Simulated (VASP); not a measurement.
# LiH (Fm-3m) in VASP: settings compared

The runs below take LiH through single point, with PBE+D4, PBE, LDA, r2SCAN+rVV10, r2SCAN.

All numbers are computed with VASP 6.6.1; they aren't measurements. Logs are shortened: lines on timing, memory, paths and dates and some standing lists are left out, and cuts for length are marked.

## 1. The cell of the first run

Symmetry: Fm-3m, No. 225, cubic system. Conventional cell: a = 3.959 Å, b = 3.959 Å, c = 3.959 Å, α = 90.00°, β = 90.00°, γ = 90.00°. Within 2.6 Å of Li (site symmetry m-3m) lie 6 H at 1.98 Å. Within 2.6 Å of H (site symmetry m-3m) lie 6 Li at 1.98 Å.

## 2. Single point, PBE+D4

INCAR reads:

```
ALGO = Normal
EDIFF = 1E-6
ENCUT = 520
GGA = PE
ISIF = 2
ISMEAR = -1
IVDW = 13
LASPH = True
LCHARG = True
LELF = True
LREAL = False
LVHAR = True
LWAVE = False
NBANDS = 9
NELM = 80
PREC = Accurate
SIGMA = 0.02
```

KPOINTS reads:

```
k-points
0
Gamma
  10 10 10
```

POSCAR reads:

```
LiH
1.0
    0.0000000000      1.9795170735      1.9795170735
    1.9795170735      0.0000000000      1.9795170735
    1.9795170735      1.9795170735      0.0000000000
Li H
1 1
Direct
    0.0000000000      0.0000000000      0.0000000000
    0.5000000000      0.5000000000      0.5000000000
```

Potentials or basis: VASP PAW PBE potentials, release 64 (Li_sv, H).

Run with:

```sh
$ cat potpaw_PBE.64/Li_sv/POTCAR potpaw_PBE.64/H/POTCAR > POTCAR
$ mpirun -np 1 vasp_std > vasp.out
```

OUTCAR:

```text
EDIFF = 1E-6
   ENCUT = 520
   GGA = PE
   ISIF = 2
   ISMEAR = -1
   IVDW = 13
   LASPH = True
   LREAL = False
   NELM = 80
   PREC = Accurate

 ion  position               nearest neighbor table
   1  0.000  0.000  0.000-
   2  0.500  0.500  0.500-

  LATTYP: Found a face centered cubic cell.
 ALAT       =     3.9590341470

  Lattice vectors:

 A1 = (   0.0000000000,   1.9795170735,   1.9795170735)
 A2 = (   1.9795170735,   0.0000000000,   1.9795170735)
 A3 = (   1.9795170735,   1.9795170735,   0.0000000000)

Analysis of symmetry for initial positions (statically):
=====================================================================
 Subroutine PRICEL returns:
 Original cell was already a primitive cell.

 Routine SETGRP: Setting up the symmetry group for a
 face centered cubic supercell.

 Subroutine GETGRP returns: Found 48 space group operations
[... 9 lines left out ...]

 Routine SETGRP: Setting up the symmetry group for a
 face centered cubic supercell.

 Subroutine GETGRP returns: Found 48 space group operations
[... 11 lines left out ...]
                                     Primitive cell

  volume of cell :      15.5134

  direct lattice vectors                    reciprocal lattice vectors
     0.000000000  1.979517074  1.979517074    -0.252586859  0.252586859  0.252586859
     1.979517074  0.000000000  1.979517074     0.252586859 -0.252586859  0.252586859
     1.979517074  1.979517074  0.000000000     0.252586859  0.252586859 -0.252586859

  length of vectors
     2.799459892  2.799459892  2.799459892     0.437493273  0.437493273  0.437493273

  position of ions in fractional coordinates (direct lattice)
     0.000000000  0.000000000  0.000000000
     0.500000000  0.500000000  0.500000000

  ion indices of the primitive-cell ions
   primitive index   ion index
                 1           1
                 2           2

----------------------------------------------------------------------------------------

 KPOINTS: k-points

Automatic generation of k-mesh.
 Grid dimensions read from file:
 generate k-points for:   10   10   10

 Generating k-lattice:

  Cartesian coordinates                     Fractional coordinates (reciprocal lattice)
    -0.025258686  0.025258686  0.025258686     0.100000000  0.000000000  0.000000000
     0.025258686 -0.025258686  0.025258686     0.000000000  0.100000000  0.000000000
     0.025258686  0.025258686 -0.025258686     0.000000000  0.000000000  0.100000000

  Length of vectors
     0.043749327  0.043749327  0.043749327

  Shift w.r.t. Gamma in fractional coordinates (k-lattice)
     0.000000000  0.000000000  0.000000000

 Subroutine IBZKPT returns following result:
 ===========================================

 Found     47 irreducible k-points:

 Following reciprocal coordinates:
            Coordinates               Weight
  0.000000  0.000000  0.000000      1.000000
  0.100000  0.000000  0.000000      8.000000
  0.200000  0.000000  0.000000      8.000000
  0.300000  0.000000  0.000000      8.000000
  0.400000  0.000000  0.000000      8.000000
  0.500000  0.000000  0.000000      4.000000
[... 16 lines left out ...]
  0.300000  0.300000  0.000000      6.000000
  0.400000  0.300000  0.000000     24.000000
 [... further k-points ...]
   k-points           NKPTS =     47   k-points in BZ     NKDIM =     47   number of bands    NBANDS=      9
   number of dos      NEDOS =    301   number of ions     NIONS =      2
   total plane-waves  NPLWV =  13824
   dimension x,y,z NGX =    24 NGY =   24 NGZ =   24
   dimension x,y,z NGXF=    48 NGYF=   48 NGZF=   48
   ions per type =               1   1
   NGX,Y,Z   is equivalent  to a cutoff of  14.25, 14.25, 14.25 a.u.
   NGXF,Y,Z  is equivalent  to a cutoff of  28.50, 28.50, 28.50 a.u.
 SYSTEM =  unknown system
   PREC   = accura    normal or accurate (medium, high low for compatibility)
   ISTART =      0    job   : 0-new  1-cont  2-samecut
   ICHARG =      2    charge: 1-file 2-atom 10-const
   ISPIN  =      1    spin polarized calculation?
   LNONCOLLINEAR =      F non collinear calculations
   LSORBIT =      F    spin-orbit coupling
   LASPH  =      T    aspherical Exc in radial PAW
   ENCUT  =  520.0 eV  38.22 Ry    6.18 a.u.   5.21  5.21  5.21*2*pi/ulx,y,z
   NELM   =     80;   NELMIN=  2; NELMDL= -5     # of ELM steps
   EDIFF  = 0.1E-05   stopping-criterion for ELM
   LREAL  =      F    real-space projection
   EDIFFG = 0.1E-04   stopping-criterion for IOM
   NSW    =      0    number of steps for IOM
   IBRION =     -1    ionic relax: 0-MD 1-quasi-New 2-CG
   NFREE  =      0    steps in history (QN), initial steepest desc. (CG)
   ISIF   =      2    stress and relaxation
   ISYM   =      2    0-nonsym 1-usesym 2-fastsym
   POTIM  = 0.5000    time-step for ionic-motion
   TEBEG  =    0.0;   TEEND  =   0.0 temperature during run
   PSTRESS=    0.0 pullay stress
   NELECT =       4.0000    total number of electrons
   NUPDOWN=      -1.0000    fix difference up-down
   EMIN   =  10.00;   EMAX   =-10.00  energy-range for DOS
   EFERMI =   0.00;   METHOD = LEGACY
   ISMEAR =    -1;   SIGMA  =   0.02  broadening in eV -4-tet -1-fermi 0-gaus
   EFERMI_NEDOS =   21; number of points for ismear=-14 and -15
   IALGO  =     38    algorithm
   IMIX   =      4    mixing-type and parameters
     AMIX     =   0.40;   BMIX     =  1.00
     AMIX_MAG =   1.60;   BMIX_MAG =  1.00
  volume/ion in A,a.u.               =       7.76        52.34
  Fermi-wavevector in a.u.,A,eV,Ry     =   1.041979  1.969055 14.772117  1.085720
  Thomas-Fermi vector in A             =   2.176624
   LORBIT       =      0    0 simple, 1 ext, 2 COOP (PROOUT), +10 PAW based schemes
   GGA     = PE    functional components
   LHFCALC =     F    Hartree Fock is set to
   AEXX    =    0.0000 exact exchange contribution
   IVDW    =    13    specifies the selected vdW correction
   LEPSILON=     F    determine dielectric tensor
   LRPA    =     F    only Hartree local field effects (RPA)
 non-spin polarized calculation
  energy-cutoff  :      520.00
  volume of cell :       15.51
 maximum number of plane-waves:       444
 NGX is ok and might be reduce to    24
   NGX = 11   NGY = 11   NGZ = 11

 number of electron       3.9999999 magnetization

 Free energy of the ion-electron system (eV)
  ---------------------------------------------------
  ext. energy  EPLUGINS =         0.00000000
  ---------------------------------------------------
  free energy    TOTEN  =        -6.12462606 eV

  energy without entropy =       -6.12462606  energy(sigma->0) =       -6.12462606

 E-fermi :   0.6594     XC(G=0):  -8.6323

 val. band max:        0.2688333765   @ k =   0.5000   0.5000   0.0000
 cond. band min:       3.2196034357   @ k =   0.5000   0.5000   0.0000
 fundamental gap:      2.9507700592
 Fermi energy:         0.6593526296

 k-point     1 :       0.0000    0.0000    0.0000
  band No.  band energies     occupation
      1     -43.9896      2.00000
      2      -5.3070      2.00000
      3      16.8478      0.00000
      4      18.5446      0.00000
      5      18.5446      0.00000
      6      18.5446      0.00000
      7      23.3295      0.00000
      8      23.3295      0.00000
      9      23.3295      0.00000

 k-point     2 :       0.1000    0.0000    0.0000
  band No.  band energies     occupation
      1     -43.9845      2.00000
      2      -5.1281      2.00000
      3      15.2688      0.00000
      4      17.5665      0.00000
      5      18.1414      0.00000
      6      18.1414      0.00000
      7      22.7564      0.00000
      8      24.1977      0.00000
      9      24.1977      0.00000

 k-point     3 :       0.2000    0.0000    0.0000
  band No.  band energies     occupation
      1     -43.9711      2.00000
      2      -4.6045      2.00000
      3      11.8865      0.00000
      4      16.2822      0.00000
      5      17.4940      0.00000
      6      17.4940      0.00000
      7      23.6387      0.00000
      8      23.9971      0.00000
      9      23.9971      0.00000

 k-point     4 :       0.3000    0.0000    0.0000
  band No.  band energies     occupation
      1     -43.9547      2.00000
      2      -3.7986      2.00000
      3       8.6543      0.00000
      4      15.2052      0.00000
      5      17.1037      0.00000
      6      17.1037      0.00000
      7      21.8724      0.00000
      8      21.8724      0.00000
      9      25.2504      0.00000

 k-point     5 :       0.4000    0.0000    0.0000
  band No.  band energies     occupation
      1     -43.9413      2.00000
      2      -2.9126      2.00000
      3       6.2421      0.00000
      4      14.4999      0.00000
      5      17.0477      0.00000
      6      17.0477      0.00000
      7      20.3279      0.00000
      8      20.3279      0.00000
      9      27.1492      0.00000

 k-point     6 :       0.5000    0.0000    0.0000
  band No.  band energies     occupation
      1     -43.9361      2.00000
      2      -2.4684      2.00000
      3       5.2821      0.00000
      4      14.2565      0.00000
      5      17.1142      0.00000
      6      17.1142      0.00000
      7      19.7211      0.00000
      8      19.7211      0.00000
      9      28.2659      0.00000

 k-point     7 :       0.1000    0.1000    0.0000
  band No.  band energies     occupation
      1     -43.9828      2.00000
      2      -5.0656      2.00000
      3      15.5125      0.00000
      4      16.8524      0.00000
      5      16.8524      0.00000
      6      19.3637      0.00000
      7      20.5642      0.00000
      8      25.6597      0.00000
      9      25.6801      0.00000

 k-point     8 :       0.2000    0.1000    0.0000
  band No.  band energies     occupation
      1     -43.9723      2.00000
      2      -4.6473      2.00000
      3      13.0160      0.00000
      4      15.5088      0.00000
      5      15.8175      0.00000
      6      19.0905      0.00000
      7      20.8439      0.00000
      8      24.3557      0.00000
      9      26.9862      0.00000

 k-point     9 :       0.3000    0.1000    0.0000
  band No.  band energies     occupation
      1     -43.9569      2.00000
      2      -3.9125      2.00000
      3       9.7034      0.00000
      4      14.2546      0.00000
      5      15.2347      0.00000
      6      18.2768      0.00000
      7      22.4154      0.00000
      8      23.3587      0.00000
      9      25.0472      0.00000

 k-point    10 :       0.4000    0.1000    0.0000
  band No.  band energies     occupation
      1     -43.9426      2.00000
      2      -2.9981      2.00000
      3       6.9625      0.00000
      4      13.2931      0.00000
      5      15.1581      0.00000
      6      17.3877      0.00000
      7      22.0928      0.00000
      8      23.1553      0.00000
      9      25.5094      0.00000
[... 85 lines left out ...]
 k-point    18 :       0.4000    0.2000    0.0000
  band No.  band energies     occupation
      1     -43.9395      2.00000
      2      -2.7338      2.00000
      3       7.6843      0.00000
      4      11.2292      0.00000
      5      13.4671      0.00000
      6      17.4163      0.00000
      7      21.2520      0.00000
      8      26.6015      0.00000
      9      26.8440      0.00000

 k-point    19 :       0.5000    0.2000    0.0000
  band No.  band energies     occupation
      1     -43.9307      2.00000
      2      -1.8641      2.00000
      3       5.7573      0.00000
      4      10.2216      0.00000
      5      13.7507      0.00000
      6      16.8219      0.00000
      7      23.9070      0.00000
      8      25.2379      0.00000
      9      27.3175      0.00000

 k-point    20 :      -0.4000    0.2000    0.0000
  band No.  band energies     occupation
      1     -43.9295      2.00000
      2      -1.7364      2.00000
      3       5.5255      0.00000
      4       9.7245      0.00000
      5      14.5745      0.00000
      6      16.4643      0.00000
      7      24.0983      0.00000
      8      25.8261      0.00000
      9      28.9098      0.00000

 k-point    21 :      -0.3000    0.2000    0.0000
  band No.  band energies     occupation
      1     -43.9366      2.00000
      2      -2.4996      2.00000
      3       7.1881      0.00000
      4       9.6972      0.00000
      5      15.9133      0.00000
      6      16.4245      0.00000
      7      23.3351      0.00000
      8      26.4165      0.00000
      9      27.3578      0.00000

 k-point    22 :      -0.2000    0.2000    0.0000
  band No.  band energies     occupation
      1     -43.9491      2.00000
      2      -3.4542      2.00000
      3       9.9378      0.00000
      4      10.1759      0.00000
      5      16.6661      0.00000
      6      17.6487      0.00000
      7      22.5354      0.00000
      8      24.6967      0.00000
      9      26.3958      0.00000

 k-point    23 :       0.3000    0.3000    0.0000
  band No.  band energies     occupation
      1     -43.9439      2.00000
      2      -3.0434      2.00000
      3       9.0185      0.00000
      4      12.7318      0.00000
      5      12.7318      0.00000
      6      16.0066      0.00000
      7      18.1983      0.00000
      8      29.4922      0.00000
      9      31.9962      0.00000

 k-point    24 :       0.4000    0.3000    0.0000
  band No.  band energies     occupation
      1     -43.9335      2.00000
      2      -2.1323      2.00000
      3       7.0672      0.00000
      4      10.9209      0.00000
      5      12.2794      0.00000
      6      16.8309      0.00000
      7      18.2909      0.00000
      8      30.5481      0.00000
      9      30.9813      0.00000

 [... further k-points ...]

------------------------ aborting loop because EDIFF is reached ----------------------------------------

  DFT-D4 for vdW energy calculation

  Edisp (eV):   -0.14759

  FORCE on cell =-STRESS in cart. coord.  units (eV):
  Direction    XX          YY          ZZ          XY          YZ          ZX
  --------------------------------------------------------------------------------------
  -------------------------------------------------------------------------------------
  Total      -0.02244    -0.02244    -0.02244     0.00000     0.00000    -0.00000
  in kB      -2.31764    -2.31764    -2.31764     0.00000     0.00000    -0.00000
  external pressure =       -2.32 kB  Pullay stress =        0.00 kB

 VOLUME and BASIS-vectors are now :
 -----------------------------------------------------------------------------
  energy-cutoff  :      520.00
  volume of cell :       15.51
      direct lattice vectors                 reciprocal lattice vectors
     0.000000000  1.979517074  1.979517074    -0.252586859  0.252586859  0.252586859
     1.979517074  0.000000000  1.979517074     0.252586859 -0.252586859  0.252586859
     1.979517074  1.979517074  0.000000000     0.252586859  0.252586859 -0.252586859

 POSITION                                       TOTAL-FORCE (eV/Angst)
 -----------------------------------------------------------------------------------
      0.00000      0.00000      0.00000         0.000000      0.000000      0.000000
      1.97952      1.97952      1.97952         0.000000      0.000000      0.000000
 -----------------------------------------------------------------------------------
    total drift:                                0.000000     -0.000000     -0.000000

  FREE ENERGIE OF THE ION-ELECTRON SYSTEM (eV)
  ---------------------------------------------------
  free  energy   TOTEN  =        -6.2722198562 eV

  energy  without entropy=       -6.2722198562  energy(sigma->0) =       -6.27221986
```

Wall time 15 s (1 thread of AMD EPYC 7R43 (Zen 3), shared host); peak memory 0.1 GiB.

What came out:

```
Free energy                : -6.2722 eV
Band gap on the k mesh     : 2.95 eV, direct
Dispersion energy per atom : -0.074 eV
```

Caveat: the cutoff is under 1.25 times the usual one of these potentials, so pressure, stress and relaxed cells hold a basis-set (Pulay) error. A k mesh can miss the band edges.

## 3. Single point, PBE

This run uses another cell than the first one, of 7.98 Å³/atom, 1.029 times its volume.

INCAR reads:

```
SYSTEM = LiH
PREC = Accurate
ENCUT = 520
EDIFF = 1E-6
ISMEAR = -1
SIGMA = 0.02
LREAL = .False.
LASPH = .True.
NELM = 100
ALGO = Normal
ISIF = 2
LWAVE = .False.
LCHARG = .True.
GGA = PE
LELF = .True.
LVHAR = .True.
NBANDS = 9
```

KPOINTS reads:

```
Automatic mesh
0
Gamma
  10 10 10
  0 0 0
```

POSCAR reads:

```
LiH
1.0
    0.0000000000      1.9984726919      1.9984726919
    1.9984726919      0.0000000000      1.9984726919
    1.9984726919      1.9984726919      0.0000000000
Li H
1 1
Direct
    0.0000000000      0.0000000000      0.0000000000
    0.5000000000      0.5000000000      0.5000000000
```

Potentials or basis: VASP PAW PBE potentials, release 64 (Li_sv, H).

Run with:

```sh
$ cat potpaw_PBE.64/Li_sv/POTCAR potpaw_PBE.64/H/POTCAR > POTCAR
$ mpirun -np 1 vasp_std > vasp.out
```

It took 11 s on 1 thread of AMD EPYC 7R43 (Zen 3), shared host; peak memory 0.09 GiB.

The run converged. Its results:

```yaml
Free_energy: -6.1269 eV
Band_gap_on_the_k_mesh: 2.97 eV, direct
```

Levels at points of the mesh, in eV from the valence-band top:
```
           k point  band 1  band 2  band 3  band 4  band 5
(0.00, 0.00, 0.00)  -44.28   -5.47   16.21   17.98   17.98
(0.50, 0.00, 0.00)  -44.23   -2.65    4.94   13.74   16.58
(0.50, 0.50, 0.00)  -44.22    0.00    2.97   10.86   10.86
```

Caveat: the cutoff is under 1.25 times the usual one of these potentials, so pressure, stress and relaxed cells hold a basis-set (Pulay) error. Expect the measured gap to be larger: semilocal functionals such as PBE lack the derivative discontinuity.

## 4. Single point, LDA

This run uses another cell than the first one, of 7.98 Å³/atom, 1.029 times its volume.

INCAR reads:

```
SYSTEM = LiH
PREC     = Accurate       ! precision mode
ENCUT    = 520            ! plane-wave cutoff, eV
EDIFF    = 1E-6           ! SCF threshold, eV
ISMEAR   = 0              ! smearing method
SIGMA    = 0.01           ! smearing width, eV
LREAL    = .FALSE.        ! projectors in reciprocal space
LASPH    = .TRUE.         ! aspherical terms in the spheres
NELM     = 60             ! most SCF steps
ALGO     = Normal         ! electronic algorithm
ISIF     = 2              ! what is computed and relaxed
LWAVE    = .FALSE.        ! write WAVECAR
LCHARG   = .FALSE.        ! write CHGCAR
GGA      = CA             ! functional
NBANDS   = 9              ! bands
```

KPOINTS reads:

```
regular mesh
0
G
  10 10 10
  0 0 0
```

POSCAR is that of step 3.

Potentials or basis: VASP PAW LDA potentials, release 64 (Li_sv, H).

Run with:

```sh
$ cat potpaw_LDA.64/Li_sv/POTCAR potpaw_LDA.64/H/POTCAR > POTCAR
$ mpirun -np 1 vasp_std > vasp.out
```

Run time: 10 s. Hardware: 1 thread of AMD EPYC 7R43 (Zen 3), shared host; peak memory 0.08 GiB.

The run converged. Its results:

* Free energy: -6.4884 eV
* Band gap on the k mesh: 2.60 eV, direct

Levels at points of the mesh, in eV from the valence-band top:
```
           k point  band 1  band 2  band 3  band 4  band 5  band 6
(0.00, 0.00, 0.00)  -43.46   -5.59   16.24   17.49   17.49   17.49
(0.50, 0.00, 0.00)  -43.41   -2.79    4.66   13.60   16.05   16.05
(0.50, 0.50, 0.00)  -43.39    0.00    2.60   10.43   10.43   13.71
```

Caveat: the cutoff is under 1.25 times the usual one of these potentials, so pressure, stress and relaxed cells hold a basis-set (Pulay) error.

(Part 1 of 2 ends here.)
